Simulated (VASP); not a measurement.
# Cd (P6_3/mmc) in VASP: notebook, part 2 of 2

VASP 6.6.1. The steps go on from the part before.

### 3 Relaxation of cell and atoms, PBEsol, target pressure 310 GPa, at which the enthalpy is minimised

This run uses another cell than the first one, of 10.21 Å³/atom.

INCAR reads:

```
SYSTEM = Cd
ALGO = Normal
EDIFF = 1E-6
EDIFFG = -0.005
ENCUT = 600
GGA = PS
IBRION = 2
ISIF = 3
ISMEAR = -1
LASPH = .TRUE.
LCHARG = .FALSE.
LREAL = .FALSE.
LWAVE = .FALSE.
NELM = 60
NSW = 60
PREC = Accurate
PSTRESS = 3100.0
SIGMA = 0.1
```

KPOINTS reads:

```
k-points
0
G
  18 18 10
  0 0 0
```

POSCAR reads:

```
Cd
1.0
    2.4419606547      0.0000000000      0.0000000000
   -1.2209803273      2.1147999620      0.0000000000
    0.0000000000      0.0000000000      3.9559762606
Cd
2
Direct
    0.3333333333      0.6666666667      0.2500000000
    0.6666666667      0.3333333333      0.7500000000
```

Potentials or basis: VASP PAW PBE potentials, release 64 (Cd).

The run is started by

```sh
cat potpaw_PBE.64/Cd/POTCAR > POTCAR
mpirun -np 1 vasp_std > vasp.out
```

OUTCAR:

```text
SYSTEM = Cd
   EDIFF = 1E-6
   EDIFFG = -0.005
   ENCUT = 600
   GGA = PS
   IBRION = 2
   ISIF = 3
   ISMEAR = -1
   LASPH = .TRUE.
   LREAL = .FALSE.
   NELM = 60
   NSW = 60
   PREC = Accurate
   PSTRESS = 3100.0

 ion  position               nearest neighbor table
   1  0.333  0.667  0.250-   2 2.43   2 2.43   2 2.43   2 2.43   2 2.43   2 2.43   2 3.44   2 3.44
                             2 3.44   2 3.44   2 3.44   2 3.44
   2  0.667  0.333  0.750-   1 2.43   1 2.43   1 2.43   1 2.43   1 2.43   1 2.43   1 3.44   1 3.44
                             1 3.44   1 3.44   1 3.44   1 3.44

  LATTYP: Found a hexagonal cell.
 ALAT       =     2.4419606547
 C/A-ratio  =     1.6200000000

  Lattice vectors:

 A1 = (   2.4419606547,   0.0000000000,   0.0000000000)
[... 377 lines left out ...]
  ---------------------------------------------------
  free energy    TOTEN  =         7.24356463 eV

  energy without entropy =        7.25145850  energy(sigma->0) =        7.24751156

 E-fermi :  12.9788     XC(G=0): -15.7558

 val. band max:       12.9730693586   @ k =   0.2778   0.2222   0.1000
 cond. band min:      12.9909906203   @ k =   0.1667   0.0000   0.0000
 fundamental gap:      0.0179212617
 Fermi energy:        12.9788039719

 k-point     1 :       0.0000    0.0000    0.0000
  band No.  band energies     occupation
      1      -5.5571      2.00000
      2      -4.8196      2.00000
      3      -2.0478      2.00000
      4      -1.9702      2.00000
      5      -1.9702      2.00000
      6      -1.4709      2.00000
[... 433 lines left out ...]
      3      -3.7427      2.00000
      4      -2.2702      2.00000
      5      -1.4465      2.00000
      6      -1.0717      2.00000
[... 8 lines left out ...]
     15      18.7849      0.00000
     16      21.4020      0.00000

 [... further k-points ...]

------------------------ aborting loop because EDIFF is reached ----------------------------------------

  FORCE on cell =-STRESS in cart. coord.  units (eV):
  Direction    XX          YY          ZZ          XY          YZ          ZX
  --------------------------------------------------------------------------------------
  -------------------------------------------------------------------------------------
  Total       39.8689207     39.8689207     39.8621239      0.0000000     -0.0000000      0.0000000
  in kB     3100.2108128   3100.2108127   3099.6822918      0.0000002     -0.0000000      0.0000000
  external PRESSURE =       0.0346391 kB  Pullay stress =    3100.0000000 kB
[... 21 lines left out ...]
  energy  without entropy=        7.2514584955  energy(sigma->0) =        7.24751156

  enthalpy is  TOTEN    =        47.1097742996 eV   P V=       39.8662096745

 reached required accuracy - stopping structural energy minimisation
```

CONTCAR:

```text
Cd
   1.00000000000000
     2.4518538318720804    0.0000000000537688   -0.0000000000000000
    -1.2259269158392725    2.1233677047053572    0.0000000000000000
     0.0000000000000000    0.0000000000000000    3.9576196297226947
  Cd
     2
Direct
     0.3333333332999970    0.6666666667000030    0.2500000000000000
     0.6666666667000030    0.3333333332999970    0.7500000000000000

  0.00000000E+00  0.00000000E+00  0.00000000E+00
  0.00000000E+00  0.00000000E+00  0.00000000E+00
```

It took 8.7 min on 1 thread of Intel Xeon 8259CL, shared host; peak memory 0.21 GiB.

What came out:

```yaml
Free_energy: 7.2436 eV
Relaxed_volume: 10.30 Å³/atom
Relaxed_cell: a = 2.452 Å, b = 2.452 Å, c = 3.958 Å, α = 90.00°, β = 90.00°, γ = 120.00°
Space_group_after_relaxing_to_0.1_Å: P6_3/mmc (No. 194)
Energy_change_on_relaxing_the_run_minimises_the_enthalpy: -172.0 meV/atom
Ionic_steps: 14
Pressure_after_relaxing: 310.0 GPa
Band_gap_on_the_k_mesh: zero (bands 12 and 13 overlap by 3.26 eV)
```

The path:
| step | energy change (eV) | largest force (eV/Å) | pressure (GPa) | volume (Å³) |
| --- | --- | --- | --- | --- |
| 1 | 0.0000 | 0.0000 | 321.27 | 20.43 |
| 2 | -3.5668 | 0.0000 | 207.54 | 22.63 |
| 3 | -0.3690 | 0.0000 | 309.30 | 20.62 |
| 4 | -0.3498 | 0.0000 | 309.91 | 20.61 |
| 5 | -0.3429 | 0.0000 | 310.17 | 20.60 |
| 6 | -0.3379 | 0.0000 | 310.19 | 20.60 |
| 7 | -0.3391 | 0.0000 | 310.20 | 20.60 |
| 8 | -0.3391 | 0.0000 | 310.18 | 20.60 |
| 9 | -0.3411 | 0.0000 | 310.16 | 20.60 |
| 10 | -0.3393 | 0.0000 | 310.15 | 20.60 |
| 11 | -0.3392 | 0.0000 | 310.18 | 20.60 |
| 12 | -0.3901 | 0.0000 | 308.52 | 20.63 |
| 13 | -0.3449 | 0.0000 | 309.96 | 20.60 |
| 14 | -0.3439 | 0.0000 | 310.00 | 20.60 |

Final structure:
```
Cd
1.0
     2.45185    0.00000    0.00000
    -1.22593    2.12337    0.00000
     0.00000    0.00000    3.95762
Cd
2
Direct
  0.33333 0.66667 0.25000
  0.66667 0.33333 0.75000
```

Caveat: the cell is relaxed towards a set pressure, so the run minimises the enthalpy, not the energy; the PAW data sets were made with another functional, which shifts forces and pressure a little.

### 4 Single point, PBEsol

INCAR reads:

```
PREC = Accurate ; ENCUT = 520
EDIFF = 1E-6 ; ISMEAR = -1
SIGMA = 0.1 ; LREAL = False
LASPH = True ; NELM = 60
ALGO = Normal ; ISIF = 2
LWAVE = False ; LCHARG = False
GGA = PS ; NBANDS = 19
```

KPOINTS reads:

```
regular mesh
0
Gamma
  18 18 10
```

POSCAR reads:

```
Cd
1.0
    2.4449831807      0.0000000000      0.0000000000
   -1.2224915903      2.1174175463      0.0000000000
    0.0000000000      0.0000000000      3.9337261407
Cd
2
Direct
    0.3333333333      0.6666666667      0.2500000000
    0.6666666667      0.3333333333      0.7500000000
```

The run is started by

```sh
cat potpaw_PBE.64/Cd/POTCAR > POTCAR
mpirun -np 1 vasp_std > vasp.out
```

It took 1.8 min on 1 thread of AMD EPYC 7R13, shared host; peak memory 0.15 GiB.

Results (log left out):

- Free energy: 7.7182 eV
- Pressure: 325.6 GPa
- Band gap on the k mesh: zero (bands 12 and 13 overlap by 3.33 eV)

Stress tensor (GPa, compression positive):
```
325.15   0.00   0.00
  0.00 325.15   0.00
  0.00   0.00 326.58
```

Levels at points of the mesh, in eV from the Fermi level:
```tsv
k point	band 9	band 10	band 11	band 12	band 13	band 14	band 15	band 16
(0.00, 0.00, 0.00)	-14.04	-11.90	-11.90	-8.18	-0.01	12.78	16.39	16.56
(0.50, 0.00, 0.00)	-11.44	-11.38	-7.01	-4.22	3.44	3.48	7.62	7.64
(0.00, 0.00, 0.50)	-12.52	-12.52	-12.52	-12.52	9.45	9.45	13.78	13.78
(0.50, 0.00, 0.50)	-11.50	-11.50	-6.43	-6.43	0.95	0.95	12.37	12.37
```

Caveat: the cell stands under pressure; the PAW data sets were made with another functional, which shifts forces and pressure a little.

### 5 Single point, PBEsol

INCAR reads:

```
PREC = Accurate ; ENCUT = 520
EDIFF = 1E-6 ; ISMEAR = -1
SIGMA = 0.1 ; LREAL = F
LASPH = T ; NELM = 80
ALGO = Normal ; ISIF = 2
LWAVE = F ; LCHARG = F
GGA = PS ; NBANDS = 19
```

KPOINTS is that of step 4.

POSCAR reads:

```
Cd
1.0
    2.4451461020      0.0000000000      0.0000000000
   -1.2225730510      2.1175586403      0.0000000000
    0.0000000000      0.0000000000      3.9339783707
Cd
2
Direct
    0.3333333333      0.6666666667      0.2500000000
    0.6666666667      0.3333333333      0.7500000000
```

The run is started by

```sh
cat potpaw_PBE.64/Cd/POTCAR > POTCAR
mpirun -np 1 vasp_std > vasp.out
```

It took 1.8 min on 1 thread of AMD EPYC 7R13, shared host; peak memory 0.15 GiB.

The run converged. Its results:

| Item | Value |
| --- | --- |
| Free energy | 7.7101 eV |
| Pressure | 325.4 GPa |
| Band gap on the k mesh | zero (bands 12 and 13 overlap by 3.33 eV) |

Stress tensor (GPa, compression positive):
```
324.89   0.00   0.00
  0.00 324.89   0.00
  0.00   0.00 326.32
```

Levels at points of the mesh, in eV from the Fermi level:
```csv
k point,band 9,band 10,band 11,band 12,band 13,band 14,band 15,band 16
"(0.00, 0.00, 0.00)",-14.04,-11.90,-11.90,-8.18,-0.01,12.79,16.39,16.56
"(0.50, 0.00, 0.00)",-11.44,-11.38,-7.01,-4.22,3.44,3.48,7.62,7.64
"(0.00, 0.00, 0.50)",-12.52,-12.52,-12.52,-12.52,9.45,9.45,13.78,13.78
"(0.50, 0.00, 0.50)",-11.50,-11.50,-6.43,-6.43,0.95,0.95,12.37,12.37
```

Caveat: the cell stands under pressure; the PAW data sets were made with another functional, which shifts forces and pressure a little.

### 6 The runs side by side

| task | cell | cutoff (eV) | gap on the mesh (eV) | pressure (GPa) |
| --- | --- | --- | --- | --- |
| relaxation of cell and atoms | relaxed to 310 GPa from a = 2.445, b = 2.445, c = 3.934 Å, angles 90.0, 90.0, 120.0°, 2 atoms | 600 | none | 310.0 |
| relaxation of cell and atoms | relaxed to 310 GPa from a = 2.442, b = 2.442, c = 3.956 Å, angles 90.0, 90.0, 120.0°, 2 atoms | 600 | none | 310.0 |
| single point | a = 2.445, b = 2.445, c = 3.934 Å, angles 90.0, 90.0, 120.0°, 2 atoms | 520 | none | 325.4 |

Alike in all rows: level PBEsol; potentials or basis VASP PAW PBE potentials, release 64 (Cd); no spin polarisation; k mesh 18 × 18 × 10; smearing fermi-dirac 0.1 eV.

Caveats: the PAW data sets were made with another functional, which shifts forces and pressure a little; the cell is relaxed towards a set pressure, so the run minimises the enthalpy, not the energy (at least some runs); the cell stands under pressure (at least some runs).

Absolute energies hang on the potentials; compare differences alone.
